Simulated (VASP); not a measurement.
# HfC (Fm-3m) in VASP: a series of runs

Runs on HfC. Level: r2SCAN. Tasks: single point.

Everything below comes from runs of VASP 6.6.1. Logs are shortened: lines on timing, memory, paths and dates and some standing lists are left out, and cuts for length are marked.

**1. The cell of the first run**

It takes space group Fm-3m (No. 225, cubic). Conventional cell: a = 4.681 Å, b = 4.681 Å, c = 4.681 Å, α = 90.00°, β = 90.00°, γ = 90.00°. Hf (site symmetry m-3m) has 6 C at 2.34 Å within 3.1 Å. C (site symmetry m-3m) has 6 Hf at 2.34 Å within 3.1 Å.

**2. Single point, r2SCAN**

File POSCAR:

```
HfC
1.0
    0.0000000000      2.3403977997      2.3403977997
    2.3403977997      0.0000000000      2.3403977997
    2.3403977997      2.3403977997      0.0000000000
Hf C
1 1
Direct
    0.5000000000      0.5000000000      0.5000000000
    0.0000000000      0.0000000000      0.0000000000
```

File INCAR.step1:

```
ALGO     = Normal         # electronic algorithm
EDIFF    = 1E-4           # SCF threshold, eV
ENCUT    = 520            # plane-wave cutoff, eV
GGA      = PE             # functional
ISMEAR   = -1             # smearing method
LASPH    = True           # aspherical terms in the spheres
LCHARG   = False          # write CHGCAR
LREAL    = False          # projectors in reciprocal space
LWAVE    = True           # write WAVECAR
NBANDS   = 14             # bands
NELM     = 100            # most SCF steps
PREC     = Accurate       # precision mode
SIGMA    = 0.05           # smearing width, eV
```

File INCAR.step2:

```
ALGO     = Normal         # electronic algorithm
EDIFF    = 1E-7           # SCF threshold, eV
ENCUT    = 520            # plane-wave cutoff, eV
ISIF     = 2              # what is computed and relaxed
ISMEAR   = -1             # smearing method
ISTART   = 1            
LASPH    = True           # aspherical terms in the spheres
LCHARG   = False          # write CHGCAR
LMIXTAU  = True         
LREAL    = False          # projectors in reciprocal space
LWAVE    = False          # write WAVECAR
METAGGA  = R2SCAN         # meta-GGA
NBANDS   = 14             # bands
NELM     = 100            # most SCF steps
PREC     = Accurate       # precision mode
SIGMA    = 0.05           # smearing width, eV
```

File KPOINTS:

```
k-points
0
Gamma
  10 10 10
```

Potentials or basis: VASP PAW PBE potentials, release 64 (Hf_pv, C).

On the command line:

```sh
$ cat potpaw_PBE.64/Hf_pv/POTCAR potpaw_PBE.64/C/POTCAR > POTCAR
$ cp INCAR.step1 INCAR
$ mpirun -np 1 vasp_std > vasp.out
$ cp INCAR.step2 INCAR
$ mpirun -np 1 vasp_std > vasp.out
```

OUTCAR:

```text
EDIFF = 1E-7
   ENCUT = 520
   ISIF = 2
   ISMEAR = -1
   ISTART = 1
   LASPH = True
   LREAL = False
   METAGGA = R2SCAN
   NELM = 100
   PREC = Accurate

 ion  position               nearest neighbor table
   1  0.500  0.500  0.500-   2 2.34   2 2.34   2 2.34   2 2.34   2 2.34   2 2.34
   2  0.000  0.000  0.000-   1 2.34   1 2.34   1 2.34   1 2.34   1 2.34   1 2.34

  LATTYP: Found a face centered cubic cell.
 ALAT       =     4.6807955994

  Lattice vectors:

 A1 = (   0.0000000000,   2.3403977997,   2.3403977997)
 A2 = (   2.3403977997,   0.0000000000,   2.3403977997)
 A3 = (   2.3403977997,   2.3403977997,   0.0000000000)

Analysis of symmetry for initial positions (statically):
=====================================================================
 Subroutine PRICEL returns:
 Original cell was already a primitive cell.

 Routine SETGRP: Setting up the symmetry group for a
 face centered cubic supercell.

 Subroutine GETGRP returns: Found 48 space group operations
 (whereof 48 operations were pure point group operations)
 out of a pool of 48 trial point group operations.

The static configuration has the point symmetry O_h .

Analysis of symmetry for dynamics (positions and initial velocities):
=====================================================================
 Subroutine PRICEL returns:
 Original cell was already a primitive cell.

 Routine SETGRP: Setting up the symmetry group for a
 face centered cubic supercell.

 Subroutine GETGRP returns: Found 48 space group operations
 (whereof 48 operations were pure point group operations)
 out of a pool of 48 trial point group operations.

The dynamic configuration has the point symmetry O_h .

 Subroutine INISYM returns: Found 48 space group operations
 (whereof 48 operations are pure point group operations),
 and found     1 'primitive' translations

----------------------------------------------------------------------------------------

                                     Primitive cell

  volume of cell :      25.6389

  direct lattice vectors                    reciprocal lattice vectors
     0.000000000  2.340397800  2.340397800    -0.213638895  0.213638895  0.213638895
     2.340397800  0.000000000  2.340397800     0.213638895 -0.213638895  0.213638895
     2.340397800  2.340397800  0.000000000     0.213638895  0.213638895 -0.213638895

  length of vectors
     3.309822310  3.309822310  3.309822310     0.370033421  0.370033421  0.370033421

  position of ions in fractional coordinates (direct lattice)
     0.500000000  0.500000000  0.500000000
     0.000000000  0.000000000  0.000000000

  ion indices of the primitive-cell ions
   primitive index   ion index
                 1           1
                 2           2

----------------------------------------------------------------------------------------

 KPOINTS: k-points

Automatic generation of k-mesh.
 Grid dimensions read from file:
 generate k-points for:   10   10   10

 Generating k-lattice:

  Cartesian coordinates                     Fractional coordinates (reciprocal lattice)
    -0.021363890  0.021363890  0.021363890     0.100000000  0.000000000  0.000000000
     0.021363890 -0.021363890  0.021363890     0.000000000  0.100000000  0.000000000
     0.021363890  0.021363890 -0.021363890     0.000000000  0.000000000  0.100000000

  Length of vectors
     0.037003342  0.037003342  0.037003342

  Shift w.r.t. Gamma in fractional coordinates (k-lattice)
     0.000000000  0.000000000  0.000000000

 Subroutine IBZKPT returns following result:
 ===========================================

 Found     47 irreducible k-points:

 Following reciprocal coordinates:
            Coordinates               Weight
  0.000000  0.000000  0.000000      1.000000
  0.100000  0.000000  0.000000      8.000000
  0.200000  0.000000  0.000000      8.000000
  0.300000  0.000000  0.000000      8.000000
  0.400000  0.000000  0.000000      8.000000
  0.500000  0.000000  0.000000      4.000000
[... 16 lines left out ...]
  0.300000  0.300000  0.000000      6.000000
  0.400000  0.300000  0.000000     24.000000
 [... further k-points ...]
   k-points           NKPTS =     47   k-points in BZ     NKDIM =     47   number of bands    NBANDS=     14
   number of dos      NEDOS =    301   number of ions     NIONS =      2
   total plane-waves  NPLWV =  21952
   dimension x,y,z NGX =    28 NGY =   28 NGZ =   28
   dimension x,y,z NGXF=    56 NGYF=   56 NGZF=   56
   ions per type =               1   1
   NGX,Y,Z   is equivalent  to a cutoff of  14.06, 14.06, 14.06 a.u.
   NGXF,Y,Z  is equivalent  to a cutoff of  28.13, 28.13, 28.13 a.u.
 SYSTEM =  unknown system
   PREC   = accura    normal or accurate (medium, high low for compatibility)
   ISTART =      1    job   : 0-new  1-cont  2-samecut
   ICHARG =      0    charge: 1-file 2-atom 10-const
   ISPIN  =      1    spin polarized calculation?
   LNONCOLLINEAR =      F non collinear calculations
   LSORBIT =      F    spin-orbit coupling
   LASPH  =      T    aspherical Exc in radial PAW
   ENCUT  =  520.0 eV  38.22 Ry    6.18 a.u.   6.15  6.15  6.15*2*pi/ulx,y,z
   NELM   =    100;   NELMIN=  2; NELMDL=  0     # of ELM steps
   EDIFF  = 0.1E-06   stopping-criterion for ELM
   LREAL  =      F    real-space projection
   EDIFFG = 0.1E-05   stopping-criterion for IOM
   NSW    =      0    number of steps for IOM
   IBRION =     -1    ionic relax: 0-MD 1-quasi-New 2-CG
   NFREE  =      0    steps in history (QN), initial steepest desc. (CG)
   ISIF   =      2    stress and relaxation
   ISYM   =      2    0-nonsym 1-usesym 2-fastsym
   POTIM  = 0.5000    time-step for ionic-motion
   TEBEG  =    0.0;   TEEND  =   0.0 temperature during run
   PSTRESS=    0.0 pullay stress
   NELECT =      14.0000    total number of electrons
   NUPDOWN=      -1.0000    fix difference up-down
   EMIN   =  10.00;   EMAX   =-10.00  energy-range for DOS
   EFERMI =   0.00;   METHOD = LEGACY
   ISMEAR =    -1;   SIGMA  =   0.05  broadening in eV -4-tet -1-fermi 0-gaus
   EFERMI_NEDOS =   21; number of points for ismear=-14 and -15
   IALGO  =     38    algorithm
   IMIX   =      4    mixing-type and parameters
     AMIX     =   0.40;   BMIX     =  1.00
     AMIX_MAG =   1.60;   BMIX_MAG =  1.00
  volume/ion in A,a.u.               =      12.82        86.51
  Fermi-wavevector in a.u.,A,eV,Ry     =   1.338087  2.528619 24.360932  1.790478
  Thomas-Fermi vector in A             =   2.466585
   LORBIT       =      0    0 simple, 1 ext, 2 COOP (PROOUT), +10 PAW based schemes
   METAGGA = R2SCAN    functional components
   LHFCALC =     F    Hartree Fock is set to
   AEXX    =    0.0000 exact exchange contribution
   IVDW    =     0    specifies the selected vdW correction
   LEPSILON=     F    determine dielectric tensor
   LRPA    =     F    only Hartree local field effects (RPA)
 non-spin polarized calculation
  energy-cutoff  :      520.00
  volume of cell :       25.64
 maximum number of plane-waves:       701
 NGX is ok and might be reduce to    28
   NGX = 13   NGY = 13   NGZ = 13

 number of electron      14.0000001 magnetization

 Free energy of the ion-electron system (eV)
  ---------------------------------------------------
  ext. energy  EPLUGINS =         0.00000000
  ---------------------------------------------------
  free energy    TOTEN  =       -57.32437845 eV

  energy without entropy =      -57.32228788  energy(sigma->0) =      -57.32333316

 E-fermi :   5.8210     XC(G=0): -12.9923

 val. band max:        5.7543495813   @ k =   0.1000   0.0000   0.0000
 cond. band min:       5.9298390255   @ k =   0.1000   0.1000   0.0000
 fundamental gap:      0.1754894442
 Fermi energy:         5.8209968067

 k-point     1 :       0.0000    0.0000    0.0000
  band No.  band energies     occupation
      1     -25.1110      2.00000
      2     -25.1110      2.00000
      3     -25.1110      2.00000
      4      -7.1847      2.00000
      5       6.7430      0.00000
      6       6.7430      0.00000
      7       6.7430      0.00000
      8       7.3688      0.00000
      9       7.3688      0.00000
     10       7.3689      0.00000
     11       9.2209      0.00000
     12       9.2209      0.00000
     13      12.9715      0.00000
     14      17.4531      0.00000

 k-point     2 :       0.1000    0.0000    0.0000
  band No.  band energies     occupation
      1     -25.1754      2.00000
      2     -25.1170      2.00000
      3     -25.1170      2.00000
      4      -6.9387      2.00000
      5       5.3985      1.99957
      6       5.7543      1.58269
      7       5.7543      1.58265
      8       7.7604      0.00000
      9       7.7604      0.00000
     10       8.0981      0.00000
     11      10.3446      0.00000
     12      10.3446      0.00000
     13      13.5484      0.00000
     14      18.1349      0.00000

 k-point     3 :       0.2000    0.0000    0.0000
  band No.  band energies     occupation
      1     -25.3401      2.00000
      2     -25.1326      2.00000
      3     -25.1326      2.00000
      4      -6.2492      2.00000
      5       3.5479      2.00000
      6       4.4793      2.00000
      7       4.4793      2.00000
      8       8.5075      0.00000
      9       8.5075      0.00000
     10       8.6686      0.00000
     11      12.3839      0.00000
     12      12.3839      0.00000
     13      14.7552      0.00000
     14      18.3659      0.00000
[... 324 lines left out ...]
 k-point    23 :       0.3000    0.3000    0.0000
  band No.  band energies     occupation
      1     -25.4891      2.00000
      2     -25.2527      2.00000
      3     -25.2527      2.00000
      4      -5.4076      2.00000
      5       1.7971      2.00000
      6       5.0349      2.00000
      7       5.2839      1.99996
      8       5.2839      1.99996
      9      10.3570      0.00000
     10      11.9819      0.00000
     11      11.9819      0.00000
     12      13.3935      0.00000
     13      18.3618      0.00000
     14      18.6290      0.00000

 k-point    24 :       0.4000    0.3000    0.0000
  band No.  band energies     occupation
      1     -25.5675      2.00000
      2     -25.2944      2.00000
      3     -25.2753      2.00000
      4      -5.1440      2.00000
      5       1.8633      2.00000
      6       4.0015      2.00000
      7       4.9568      2.00000
      8       6.0464      0.02178
      9      11.1799      0.00000
     10      12.3439      0.00000
     11      12.4625      0.00000
     12      14.3038      0.00000
     13      17.6897      0.00000
     14      18.3698      0.00000

 [... further k-points ...]
[... 5 lines left out ...]
  --------------------------------------------------------------------------------------
  -------------------------------------------------------------------------------------
  Total       -1.1354491     -1.1354491     -1.1354491      0.0000000      0.0000000     -0.0000000
  in kB      -70.9543832    -70.9543832    -70.9543832      0.0000000      0.0000000     -0.0000000
  external PRESSURE =     -70.9543832 kB  Pullay stress =       0.0000000 kB

 VOLUME and BASIS-vectors are now :
 -----------------------------------------------------------------------------
  energy-cutoff  :      520.00
  volume of cell :       25.64
      direct lattice vectors                 reciprocal lattice vectors
     0.000000000  2.340397800  2.340397800    -0.213638895  0.213638895  0.213638895
     2.340397800  0.000000000  2.340397800     0.213638895 -0.213638895  0.213638895
     2.340397800  2.340397800  0.000000000     0.213638895  0.213638895 -0.213638895

 POSITION                                       TOTAL-FORCE (eV/Angst)
 -----------------------------------------------------------------------------------
      2.34040      2.34040      2.34040        -0.000000      0.000000     -0.000000
      0.00000      0.00000      0.00000         0.000000     -0.000000      0.000000
 -----------------------------------------------------------------------------------
    total drift:                                0.000000      0.000000      0.000000

  FREE ENERGIE OF THE ION-ELECTRON SYSTEM (eV)
  ---------------------------------------------------
  free  energy   TOTEN  =       -57.3243784471 eV

  energy  without entropy=      -57.3222878766  energy(sigma->0) =      -57.32333316
```

Run time: 72 s. Hardware: 1 thread of Intel Xeon Platinum 8488C (Sapphire Rapids), shared host; peak memory 0.17 GiB.

Results:

```
Free energy            : -57.3244 eV
Pressure               : -7.1 GPa
Band gap on the k mesh : zero (band 7 reaches 6.74 eV, above the bottom of band 8 at 5.28 eV)
```

Levels at points of the mesh, in eV from the Fermi level:
```csv
k point,band 3,band 4,band 5,band 6,band 7,band 8,band 9,band 10,band 11,band 12
"(0.00, 0.00, 0.00)",-30.93,-13.01,0.92,0.92,0.92,1.55,1.55,1.55,3.40,3.40
"(0.50, 0.00, 0.00)",-30.99,-9.38,-6.30,-3.15,-3.15,5.45,5.45,5.99,6.81,11.58
"(0.50, 0.50, 0.00)",-31.15,-11.14,-2.90,-1.63,-0.27,-0.27,5.27,6.83,6.83,8.80
```

Caveat: the PAW data sets were made with another functional, which shifts forces and pressure a little; spin-orbit coupling is left out, which moves the levels of the heavy elements.

(Continued in part 2 of 2.)
